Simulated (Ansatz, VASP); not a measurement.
**Two plane-wave programs on TePb**

File INCAR:

```
  PREC = Accurate
  ENCUT = 520
  EDIFF = 1E-6
  ISMEAR = -1
  SIGMA = 0.05
  LREAL = False
  LASPH = True
  NELM = 100
  ALGO = Normal
  ISIF = 2
  LWAVE = False
  LCHARG = False
  GGA = RE
  NBANDS = 17
```

KPOINTS

```
Automatic mesh
0
Gamma
  7 7 7
```

File POSCAR:

```
TePb
1.0
    0.0000000000      3.2523979746      3.2523979746
    3.2523979746      0.0000000000      3.2523979746
    3.2523979746      3.2523979746      0.0000000000
Pb Te
1 1
Direct
    0.0000000000      0.0000000000      0.0000000000
    0.5000000000      0.5000000000      0.5000000000
```

The input input.yaml:

```yaml
crystal:
  lattice:
    - [0.0, 3.2523979746, 3.2523979746]
    - [3.2523979746, 0.0, 3.2523979746]
    - [3.2523979746, 3.2523979746, 0.0]
  atoms:
    - { symbol: Pb, position: [0.0, 0.0, 0.0] }
    - { symbol: Te, position: [0.5, 0.5, 0.5] }
hamiltonian:
  xc: revpbe
  pseudopotentials: { kind: paw }
kpoints:
  mp_grid: { grid: [7, 7, 7] }
scf:
  occupations: { method: fermi_dirac, width: 0.05 }
output:
  forces: true
  stress: true
  eigenvalues: true
  write_density: true
  write_potential: true
  elf: true
  volumetric_format: npy
```

Alike in both runs: task single point; functional revPBE; k mesh 7 × 7 × 7; occupations fermi-dirac, width 0.05 eV; no spin polarisation.

|  | VASP | Ansatz |
| --- | --- | --- |
| version | VASP 6.6.1 | Ansatz 0.2.0 |
| potentials or method | VASP PAW PBE potentials, release 64 (Pb_d, Te) | Ansatz PAW |
| plane-wave cutoff (eV) | 520 | 420 |
| valence electrons in the cell | 20 | 30 |

|  | VASP | Ansatz | Ansatz less VASP |
| --- | --- | --- | --- |
| pressure (GPa) | 2.2 | 2.3 | +0.08 |

VASP's potentials were made for PBE, not for revPBE. VASP's potentials hold 20 valence electrons a cell and Ansatz's 30, so a difference there can come from the potentials and not from the codes.

Neither program's run includes spin-orbit coupling.
